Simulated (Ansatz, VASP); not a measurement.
# TiZnC4N4 in VASP and in Ansatz

```
Ti Zn C N
1.0
     6.01654    0.00000    0.00000
     0.00000    6.01654    0.00000
     0.00000    0.00000    6.01654
Ti Zn C N
1 1 4 4
Cartesian
  3.0083 3.0083 3.0083
  0.0000 0.0000 0.0000
  1.1535 1.1535 1.1535
  1.1535 4.8630 4.8630
  4.8630 1.1535 4.8630
  4.8630 4.8630 1.1535
  1.8301 1.8301 1.8301
  1.8301 4.1864 4.1864
  4.1864 1.8301 4.1864
  4.1864 4.1864 1.8301
```

Alike in both runs: functional PBE; k mesh 4 × 4 × 4; occupations gaussian, width 0.1 eV; collinear spin.

Ansatz relaxed the structure, and its values are those at the end. VASP's run is a single point on that final structure, the one shown.

|  | VASP | Ansatz |
| --- | --- | --- |
| version | VASP 6.6.1 | Ansatz 0.2.0 |
| potentials or method | VASP PAW PBE potentials, release 64 (Ti_sv, Zn, C, N), cutoff 520 eV | scalar-relativistic, plane waves, PAW |
| valence electrons in the cell | 60 | 60 |

|  | VASP | Ansatz | Ansatz less VASP |
| --- | --- | --- | --- |
| gap on the k mesh at the Fermi level (eV) | 0.68 | 0.68 | +0.002 |
| least direct gap on the mesh (eV) | 0.85 | 0.86 | +0.001 |
| pressure (GPa) | 0.8 | 0.4 | -0.42 |
| rms of the force components (eV/Å) | 0.173 | 0.021 | -0.1523 |
| net moment per atom (μB) | 0.20 | 0.20 | 0.000 |
| size of the moment on the site where the two differ most (μB) | 1.33 | 1.03 | -0.301 |

Site moments also hang on the region over which each program counts them. One of these differences is far larger than is usual between the two programs; its cause wasn't traced. The functional is the same, so the differences come from potentials, cutoffs and numerics.

Noted on VASP's run: the standard files for N, O and F lose accuracy on very short bonds.
